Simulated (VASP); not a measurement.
# MgI2 (P-3m1) in VASP: notebook, part 2 of 2

VASP 6.6.1. Earlier steps stand in the parts before.

**3. Single point, PBE (strain -0.015 along x and y, -0.030 along z)**

INCAR reads:

```
PREC = Accurate
ENCUT = 520
EDIFF = 1E-6
ISMEAR = 0
SIGMA = 0.05
LREAL = F
LASPH = T
NELM = 100
ALGO = Normal
ISIF = 2
LWAVE = F
LCHARG = F
GGA = PE
NBANDS = 15
```

KPOINTS reads:

```
regular mesh
0
Gamma
  6 6 4
```

POSCAR reads:

```
MgI2
1.0
    4.0913946196      0.0000000000      0.0000000000
   -2.0456973098      3.5432516774      0.0000000000
    0.0000000000      0.0000000000      6.6561400000
Mg I
1 2
Direct
    0.0000000000      0.0000000000      0.0000000000
    0.3333333333      0.6666666667      0.7576300000
    0.6666666667      0.3333333333      0.2423700000
```

Potentials or basis: VASP PAW PBE potentials, release 64 (Mg, I).

Command:

```
> cat potpaw_PBE.64/Mg/POTCAR potpaw_PBE.64/I/POTCAR > POTCAR
> mpirun -np 1 vasp_std > vasp.out
```

OUTCAR:

```text
PREC = Accurate
   ENCUT = 520
   EDIFF = 1E-6
   ISMEAR = 0
   LREAL = F
   LASPH = T
   NELM = 100
   ISIF = 2
   GGA = PE

 ion  position               nearest neighbor table
   1  0.000  0.000  0.000-   2 2.86   3 2.86   2 2.86   3 2.86   3 2.86   2 2.86
   2  0.333  0.667  0.758-   1 2.86   1 2.86   1 2.86
   3  0.667  0.333  0.242-   1 2.86   1 2.86   1 2.86

  LATTYP: Found a hexagonal cell.
 ALAT       =     4.0913946196
 C/A-ratio  =     1.6268633605

  Lattice vectors:

 A1 = (   4.0913946196,   0.0000000000,   0.0000000000)
 A2 = (  -2.0456973098,   3.5432516774,   0.0000000000)
 A3 = (   0.0000000000,   0.0000000000,   6.6561400000)

Analysis of symmetry for initial positions (statically):
=====================================================================
 Subroutine PRICEL returns:
 Original cell was already a primitive cell.

 Routine SETGRP: Setting up the symmetry group for a
 hexagonal supercell.

 Subroutine GETGRP returns: Found 12 space group operations
 (whereof 12 operations were pure point group operations)
 out of a pool of 24 trial point group operations.

The static configuration has the point symmetry D_3d.

Analysis of symmetry for dynamics (positions and initial velocities):
=====================================================================
 Subroutine PRICEL returns:
 Original cell was already a primitive cell.

 Routine SETGRP: Setting up the symmetry group for a
 hexagonal supercell.

 Subroutine GETGRP returns: Found 12 space group operations
 (whereof 12 operations were pure point group operations)
 out of a pool of 24 trial point group operations.

The dynamic configuration has the point symmetry D_3d.

 Subroutine INISYM returns: Found 12 space group operations
 (whereof 12 operations are pure point group operations),
 and found     1 'primitive' translations

----------------------------------------------------------------------------------------

                                     Primitive cell

  volume of cell :      96.4930

  direct lattice vectors                    reciprocal lattice vectors
     4.091394620  0.000000000  0.000000000     0.244415436  0.141113318  0.000000000
    -2.045697310  3.543251677  0.000000000     0.000000000  0.282226636  0.000000000
     0.000000000  0.000000000  6.656140000     0.000000000  0.000000000  0.150237225

  length of vectors
     4.091394620  4.091394620  6.656140000     0.282226636  0.282226636  0.150237225

  position of ions in fractional coordinates (direct lattice)
     0.000000000  0.000000000  0.000000000
     0.333333333  0.666666667  0.757630000
     0.666666667  0.333333333  0.242370000

  ion indices of the primitive-cell ions
   primitive index   ion index
                 1           1
                 2           2
                 3           3

----------------------------------------------------------------------------------------

 KPOINTS: regular mesh

Automatic generation of k-mesh.
[... 27 lines left out ...]
  0.166667  0.166667  0.000000      6.000000
  0.333333  0.166667  0.000000     12.000000
[... 16 lines left out ...]
  0.333333  0.166667  0.500000     12.000000
  0.333333  0.333333  0.500000      2.000000
   k-points           NKPTS =     24   k-points in BZ     NKDIM =     24   number of bands    NBANDS=     15
   number of dos      NEDOS =    301   number of ions     NIONS =      3
   total plane-waves  NPLWV =  45000
   dimension x,y,z NGX =    30 NGY =   30 NGZ =   50
   dimension x,y,z NGXF=    60 NGYF=   60 NGZF=  100
   ions per type =               1   2
   NGX,Y,Z   is equivalent  to a cutoff of  12.19, 12.19, 12.49 a.u.
   NGXF,Y,Z  is equivalent  to a cutoff of  24.38, 24.38, 24.98 a.u.
 SYSTEM =  unknown system
   PREC   = accura    normal or accurate (medium, high low for compatibility)
   ISTART =      0    job   : 0-new  1-cont  2-samecut
   ICHARG =      2    charge: 1-file 2-atom 10-const
   ISPIN  =      1    spin polarized calculation?
   LNONCOLLINEAR =      F non collinear calculations
   LSORBIT =      F    spin-orbit coupling
   LASPH  =      T    aspherical Exc in radial PAW
   ENCUT  =  520.0 eV  38.22 Ry    6.18 a.u.   7.61  7.61 12.38*2*pi/ulx,y,z
   NELM   =    100;   NELMIN=  2; NELMDL= -5     # of ELM steps
   EDIFF  = 0.1E-05   stopping-criterion for ELM
   LREAL  =      F    real-space projection
   EDIFFG = 0.1E-04   stopping-criterion for IOM
   NSW    =      0    number of steps for IOM
   IBRION =     -1    ionic relax: 0-MD 1-quasi-New 2-CG
   NFREE  =      0    steps in history (QN), initial steepest desc. (CG)
   ISIF   =      2    stress and relaxation
   ISYM   =      2    0-nonsym 1-usesym 2-fastsym
   POTIM  = 0.5000    time-step for ionic-motion
   TEBEG  =    0.0;   TEEND  =   0.0 temperature during run
   PSTRESS=    0.0 pullay stress
   NELECT =      16.0000    total number of electrons
   NUPDOWN=      -1.0000    fix difference up-down
   EMIN   =  10.00;   EMAX   =-10.00  energy-range for DOS
   EFERMI =   0.00;   METHOD = LEGACY
   ISMEAR =     0;   SIGMA  =   0.05  broadening in eV -4-tet -1-fermi 0-gaus
   EFERMI_NEDOS =   21; number of points for ismear=-14 and -15
   IALGO  =     38    algorithm
   IMIX   =      4    mixing-type and parameters
     AMIX     =   0.40;   BMIX     =  1.00
     AMIX_MAG =   1.60;   BMIX_MAG =  1.00
  volume/ion in A,a.u.               =      32.16       217.06
  Fermi-wavevector in a.u.,A,eV,Ry     =   0.899393  1.699607 11.005861  0.808908
  Thomas-Fermi vector in A             =   2.022221
   LORBIT       =      0    0 simple, 1 ext, 2 COOP (PROOUT), +10 PAW based schemes
   GGA     = PE    functional components
   LHFCALC =     F    Hartree Fock is set to
   AEXX    =    0.0000 exact exchange contribution
   IVDW    =     0    specifies the selected vdW correction
   LEPSILON=     F    determine dielectric tensor
   LRPA    =     F    only Hartree local field effects (RPA)
 non-spin polarized calculation
 Gauss-broadening in eV      SIGMA  =   0.05
  energy-cutoff  :      520.00
  volume of cell :       96.49
 maximum number of plane-waves:      2629
   NGX = 15   NGY = 15   NGZ = 25

 number of electron      15.9999998 magnetization

 Free energy of the ion-electron system (eV)
  ---------------------------------------------------
  ext. energy  EPLUGINS =         0.00000000
  ---------------------------------------------------
  free energy    TOTEN  =        -7.60626544 eV

  energy without entropy =       -7.60626544  energy(sigma->0) =       -7.60626544

 E-fermi :   3.2341     XC(G=0):  -8.4680

 val. band max:        2.9979955326   @ k =   0.0000   0.0000   0.0000
 cond. band min:       6.4467575285   @ k =   0.5000  -0.0000   0.2500
 fundamental gap:      3.4487619959
 Fermi energy:         3.2341328562

 k-point     1 :       0.0000    0.0000    0.0000
  band No.  band energies     occupation
      1      -9.4646      2.00000
      2      -8.5950      2.00000
      3      -0.9150      2.00000
      4       2.3284      2.00000
      5       2.3284      2.00000
      6       2.7860      2.00000
      7       2.7860      2.00000
      8       2.9980      2.00000
      9       6.8399      0.00000
     10       7.6112      0.00000
     11       9.5845      0.00000
     12       9.5845      0.00000
     13      10.4292      0.00000
     14      10.9926      0.00000
[... 401 lines left out ...]
      2      -8.4320      2.00000
      3      -0.5401      2.00000
      4      -0.1700      2.00000
      5      -0.1700      2.00000
      6       0.4687      2.00000
      7       2.3467      2.00000
      8       2.3467      2.00000
      9       7.9948      0.00000
     10       8.7228      0.00000
     11       8.7228      0.00000
     12      10.2636      0.00000
     13      11.3422      0.00000
     14      11.4430      0.00000
     15      11.7136      0.00000

------------------------ aborting loop because EDIFF is reached ----------------------------------------

  FORCE on cell =-STRESS in cart. coord.  units (eV):
  Direction    XX          YY          ZZ          XY          YZ          ZX
  --------------------------------------------------------------------------------------
  -------------------------------------------------------------------------------------
  Total        1.9601089      1.9601089      2.3667761     -0.0000000      0.0000000      0.0000000
  in kB       32.5458010     32.5458010     39.2981348     -0.0000000      0.0000000      0.0000000
  external PRESSURE =      34.7965789 kB  Pullay stress =       0.0000000 kB

 VOLUME and BASIS-vectors are now :
 -----------------------------------------------------------------------------
  energy-cutoff  :      520.00
  volume of cell :       96.49
      direct lattice vectors                 reciprocal lattice vectors
     4.091394620  0.000000000  0.000000000     0.244415436  0.141113318  0.000000000
    -2.045697310  3.543251677  0.000000000     0.000000000  0.282226636  0.000000000
     0.000000000  0.000000000  6.656140000     0.000000000  0.000000000  0.150237225

 POSITION                                       TOTAL-FORCE (eV/Angst)
 -----------------------------------------------------------------------------------
      0.00000      0.00000      0.00000         0.000000      0.000000      0.000000
     -0.00000      2.36217      5.04289         0.000000      0.000000     -0.384715
      2.04570      1.18108      1.61325        -0.000000     -0.000000      0.384715
 -----------------------------------------------------------------------------------
    total drift:                                0.000000     -0.000000     -0.000000

  FREE ENERGIE OF THE ION-ELECTRON SYSTEM (eV)
  ---------------------------------------------------
  free  energy   TOTEN  =        -7.6062654426 eV

  energy  without entropy=       -7.6062654426  energy(sigma->0) =       -7.60626544
```

stdout:

```text
POSCAR found type information on POSCAR MgI
 POSCAR found :  2 types and       3 ions
 scaLAPACK will be used
 LDA part: xc-table for (Slater+PW92), standard interpolation
 POSCAR, INCAR and KPOINTS ok, starting setup
 FFT: planning ... GRIDC
 FFT: planning ... GRID_SOFT
 FFT: planning ... GRID
 WAVECAR not read
 entering main loop
```

Wall time 16 s (1 thread of Intel Xeon 6975P-C (Granite Rapids), shared host); peak memory 0.21 GiB.

Results:

```yaml
Free_energy: -7.6063 eV
Pressure: 3.5 GPa
Largest_force: 0.385 eV/Å
Band_gap_on_the_k_mesh: 3.45 eV, indirect (least direct gap 3.84 eV)
```

Forces in eV/Å, atoms in the order of the input:
```
Mg   0.000  0.000  0.000
I    0.000  0.000 -0.385
I    0.000  0.000  0.385
```

Levels at points of the mesh, in eV from the valence-band top:
```tsv
k point	band 4	band 5	band 6	band 7	band 8	band 9	band 10	band 11	band 12	band 13
(0.00, 0.00, 0.00)	-0.67	-0.67	-0.21	-0.21	0.00	3.84	4.61	6.59	6.59	7.43
(0.50, 0.00, 0.00)	-3.15	-2.15	-1.68	-1.11	-0.61	3.52	5.26	5.39	6.88	8.29
(0.00, 0.00, 0.50)	-1.68	-0.55	-0.55	-0.34	-0.34	4.76	4.77	6.37	6.37	7.61
(0.50, 0.00, 0.50)	-3.60	-1.48	-1.28	-0.97	-0.90	3.52	5.12	5.52	5.95	7.83
```

Caveat: the cell differs from its parent crystal (strain -0.015 along x and y, -0.030 along z); spin-orbit coupling is left out, which moves the levels of the heavy elements; this functional lacks dispersion, which binds the layers, so the pressure and a relaxed spacing across them are unreliable. A k mesh can miss the band edges.
